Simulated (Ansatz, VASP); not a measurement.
Si3BTe2 in VASP and in Ansatz

```xyz
6
Lattice="3.9879 0.0000 0.0000 0.0000 3.9879 0.0000 0.0000 0.0000 6.6336" Properties=species:S:1:pos:R:3 pbc="T T T"
Si    0.0000    0.0000    0.0000
Si    1.9939    0.0000    4.4818
Si    0.0000    1.9939    2.1518
B     1.9939    1.9939    0.0000
Te    1.9939    0.0000    1.7721
Te    0.0000    1.9939    4.8615
```

Change from the starting cell: species swapped into the Mn3CoAs2 type (P-4m2, No. 115).

Alike in both runs: task single point; functional PBE; k mesh 4 × 4 × 4; occupations gaussian, width 0.1 eV; no spin polarisation.

|  | VASP | Ansatz |
| --- | --- | --- |
| version | VASP 6.6.1 | Ansatz 0.2.0 |
| potentials or method | VASP PAW PBE potentials, release 64 (Si, B, Te), cutoff 520 eV | scalar-relativistic, plane waves, PAW |
| valence electrons in the cell | 27 | 47 |

```csv
,VASP,Ansatz,Ansatz less VASP
gap on the k mesh at the Fermi level (eV),none,none,-
pressure (GPa),11.2,11.2,-0.05
"traceless stress, the component that is largest in VASP (GPa)",7.39,7.41,+0.019
rms of the force components (eV/Å),0.497,0.496,-0.0008
```

Atom by atom the forces differ by 0.003 eV/Å (rms over components). A gap of «none» marks a metal or a gap that the smearing closes. VASP's potentials hold 27 valence electrons a cell and Ansatz's 47, so a difference there can come from the potentials and not from the codes.

The k mesh is coarse, so the values compare programs but aren't converged. Neither program's run includes spin-orbit coupling.
